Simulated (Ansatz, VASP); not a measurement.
## One calculation of InP, two programs

INCAR

```
ALGO = Normal
EDIFF = 1E-8
ENCUT = 520
GGA = CA
ISIF = 2
ISMEAR = -1
LASPH = True
LCHARG = False
LEFG = True
LREAL = False
LWAVE = False
NBANDS = 16
NELM = 100
PREC = Accurate
SIGMA = 0.05
```

Contents of KPOINTS:

```
k-points
0
Gamma
  11 11 11
```

Contents of POSCAR:

```
InP
1.0
    0.0000000000      2.7967183404      2.7967183404
    2.7967183404      0.0000000000      2.7967183404
    2.7967183404      2.7967183404      0.0000000000
In P
1 1
Direct
    0.0000000000      0.0000000000      0.0000000000
    0.5000000000      0.5000000000      0.5000000000
```

Input for Ansatz:

```yaml
crystal:
  lattice:
    - [0.0, 2.7967183404, 2.7967183404]
    - [2.7967183404, 0.0, 2.7967183404]
    - [2.7967183404, 2.7967183404, 0.0]
  atoms:
    - { symbol: In, position: [0.0, 0.0, 0.0] }
    - { symbol: P, position: [0.5, 0.5, 0.5] }
kpoints:
  mp_grid: { grid: [11, 11, 11] }
scf:
  occupations: { method: fermi_dirac, width: 0.05 }
hamiltonian:
  xc: lda
  pseudopotentials: { kind: paw }
output:
  forces: true
  stress: true
  eigenvalues: true
  efg: { contact_densities: true }
```

Change from the starting cell: volume scaled by 0.94, PAW files.

Alike in both runs: task electric field gradients; functional LDA; k mesh 11 × 11 × 11; occupations fermi-dirac, width 0.05 eV; no spin polarisation.

```csv
,VASP,Ansatz
version,VASP 6.6.1,Ansatz 0.2.0
potentials or method,"VASP PAW LDA potentials, release 64 (In_d, P)","PAW with Ansatz's default frozen-core files, scalar-relativistic"
plane-wave cutoff (eV),520,420
valence electrons in the cell,18,18
```

|  | VASP | Ansatz | Ansatz less VASP |
| --- | --- | --- | --- |
| pressure (GPa) | -6.9 | -6.9 | -0.03 |

LDA's correlation is that of Perdew and Zunger in VASP and of Perdew and Wang (1992) in Ansatz.
